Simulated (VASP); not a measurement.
## CdS (Greenockite): single point with PBE

The system is CdS (Greenockite).

```xyz
4
Lattice="4.0738 0.0000 0.0000 -2.0369 3.5280 0.0000 0.0000 0.0000 6.6185" Properties=species:S:1:pos:R:3 pbc="T T T"
Cd    0.0000    2.3520   -0.0064
Cd    2.0369    1.1760    3.3029
S     0.0000    2.3520    2.4883
S     2.0369    1.1760    5.7976
```

This cell differs from its parent crystal: strain -2.2%.

```json
{
 "Program": "VASP 6.6.1",
 "Task": "single point",
 "Functional": "PBE",
 "Potentials or basis": "VASP PAW PBE potentials, release 64 (Cd, S)",
 "Cutoff": "520 eV",
 "k mesh": "12 × 12 × 4",
 "Occupations": "fermi-dirac, width 0.02 eV",
 "Spin": "no spin polarisation",
 "Dipole correction": "no",
 "Further INCAR settings": "ALGO = Normal; EDIFF = 1e-06; NBANDS = 26"
}
```

```
Pressure               : 6.4 GPa
Largest force          : 0.005 eV/Å
Band gap on the k mesh : 1.33 eV, direct
```

Forces in eV/Å, atoms in the order of the input:
```
Cd   0.000  0.000  0.005
Cd   0.000  0.000  0.005
S    0.000  0.000 -0.005
S    0.000  0.000 -0.005
```

Stress tensor (GPa, compression positive):
```
6.34 0.00 0.00
0.00 6.34 0.00
0.00 0.00 6.42
```

Levels at points of the mesh, in eV from the valence-band top:
```
           k point  band 16  band 17  band 18  band 19  band 20  band 21
(0.00, 0.00, 0.00)    -0.05     0.00     0.00     1.33     2.85     6.46
(0.50, 0.00, 0.00)    -2.04    -1.41    -0.83     3.83     3.88     5.09
(0.00, 0.00, 0.50)    -0.43    -0.43    -0.43     2.96     2.96     6.24
(0.50, 0.00, 0.50)    -1.47    -1.43    -1.43     3.51     3.51     5.40
```

Run time: 2.3 min on 1 thread of Intel(R) Xeon(R) Platinum 8259CL CPU @ 2.50GHz (Skylake/Cascade Lake), with other jobs on the host, peak memory 0.26 GiB.

Caveat: the cell differs from its parent crystal (strain -2.2%). A k mesh can miss the band edges.
